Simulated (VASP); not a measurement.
Set up this calculation in VASP 6.6.1, as the native input.

| Quantity | Value |
| --- | --- |
| Task | relaxation of the atoms |
| Functional | PBE |
| Potentials or basis | VASP PAW PBE potentials, release 64 (Ti_sv, H) |
| Cutoff | 520 eV |
| k mesh | 10 × 10 × 1 |
| Occupations | gaussian, width 0.1 eV |
| Spin | no spin polarisation |
| Dipole correction | yes |
| Atoms held fixed (from 0) | [0, 1, 2] |
| Further INCAR settings | ALGO = Fast; EDIFF = 1e-06; IBRION = 2; EDIFFG = -0.025; NSW = 36 |
| Atoms held along some axes (from 0) | atom 3 along a and b |

The structure of Ti3H lies in POSCAR:

```
Ti3H
1.0
    2.8192036097      0.0000000000      0.0000000000
   -0.9397345366      2.6579706533      0.0000000000
    0.0000000000      0.0000000000     19.8263799740
Ti H
3 1
Selective dynamics
Direct
    0.5000000000      0.5000000000      0.2017514042  F F F
    0.0000000000      0.0000000000      0.3111715134  F F F
    0.5000000000      0.5000000000      0.4199647129  F F F
    0.5000000000      0.6666666667      0.5050493819  F F T
```

One way to write it, as run:

INCAR

```
PREC     = Accurate       # precision mode
ENCUT    = 520            # plane-wave cutoff, eV
EDIFF    = 1E-6           # SCF threshold, eV
ISMEAR   = 0              # smearing method
SIGMA    = 0.1            # smearing width, eV
LREAL    = False          # projectors in reciprocal space
LASPH    = True           # aspherical terms in the spheres
NELM     = 100            # most SCF steps
ALGO     = Fast           # electronic algorithm
ISIF     = 2              # what is computed and relaxed
LWAVE    = False          # write WAVECAR
LCHARG   = False          # write CHGCAR
LDIPOL   = True         
IDIPOL   = 3            
DIPOL    = 0.5 0.5 0.359
GGA      = PE             # functional
IBRION   = 2              # ionic algorithm
NSW      = 36             # ionic steps
EDIFFG   = -0.025         # ionic threshold
```

KPOINTS

```
regular mesh
0
Gamma
  10 10 1
```

Potentials or basis: VASP PAW PBE potentials, release 64 (Ti_sv, H).

The run is started by

```console
$ cat potpaw_PBE.64/Ti_sv/POTCAR potpaw_PBE.64/H/POTCAR > POTCAR
$ mpirun -np 1 vasp_std > vasp.out
```

It gave:

```yaml
Energy_gained_by_relaxing: 0.1 meV/atom
Ionic_steps: 3
Band_gap_on_the_k_mesh: zero (an odd number of electrons rules out a gap without spin polarisation)
```

It took 27 min on 1 thread of Oxide Virtual Turin-like Processor, with other jobs on the host, peak memory 0.35 GiB.
